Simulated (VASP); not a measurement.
Crystal: MgO.

```
Mg O
1.0
     0.00000    2.13515    2.13515
     2.13515    0.00000    2.13515
     2.13515    2.13515    0.00000
Mg O
1 1
Direct
  0.00000 0.00000 0.00000
  0.50000 0.50000 0.50000
```

Base run:

| Item | Value |
| --- | --- |
| Program | VASP 6.6.1 |
| Functional | revPBE |
| Dispersion | D3(BJ) |
| Potentials or basis | VASP PAW PBE potentials, release 64 (Mg, O) |
| Cutoff | 520 eV |
| k mesh | 10 × 10 × 10 |
| Occupations | gaussian, width 0.05 eV |
| Spin | no spin polarisation |

Its results: band gap on the k mesh 4.42 eV, direct; pressure -8.3 GPa.

After a change of settings the same cell gave: band gap on the k mesh 4.34 eV, direct; pressure -7.2 GPa. Which change was it?
A. functional from revPBE to BLYP; dispersion from D3(BJ) to none
B. dispersion from D3(BJ) to none; further incar settings from ALGO = Normal; EDIFF = 1e-07; NBANDS = 11 to ALGO = Normal; EDIFF = 1e-06; NBANDS = 11
C. functional from revPBE to r2SCAN; further incar settings from ALGO = Normal; EDIFF = 1e-07; NBANDS = 11 to ALGO = Normal; EDIFF = 1e-06; NBANDS = 11
D. functional from revPBE to PBE

D.

Caveats: the PAW data sets were made with another functional, which shifts forces and pressure a little (some runs); three body term missing (some runs).
